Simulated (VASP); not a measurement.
Runs of VASP 6.6.1 on BN. The structure is that of space group P6_3mc (No. 186), or close to it. The cells are those of the table. 

```csv
cell,gap on the mesh (eV),pressure (GPa),largest force (eV/Å)
"a = 2.670, b = 2.670, c = 4.225 Å, angles 90.0, 90.0, 120.0°, 4 atoms",5.44,-26.9,0.01
"a = 2.708, b = 2.708, c = 4.225 Å, angles 90.0, 90.0, 120.0°, 4 atoms",(b),-33.4,0.06
"a = 2.593, b = 2.593, c = 4.225 Å, angles 90.0, 90.0, 120.0°, 4 atoms",5.30,-10.2,0.02
"a = 2.631, b = 2.631, c = 4.225 Å, angles 90.0, 90.0, 120.0°, 4 atoms",5.38,-19.2,0.01
"a = 2.516, b = 2.516, c = 4.225 Å, angles 90.0, 90.0, 120.0°, 4 atoms",5.11,12.3,(a)
```

Alike in all rows: task single point; level PBE; potentials or basis VASP PAW PBE potentials, release 64 (B, N); no spin polarisation; k mesh 12 × 12 × 6; cutoff (eV) 520; smearing gaussian 0.05 eV.

Question: Fill in the values left out.

Answer: (a) 0.05; (b) 5.49.

A k mesh can miss the band edges.
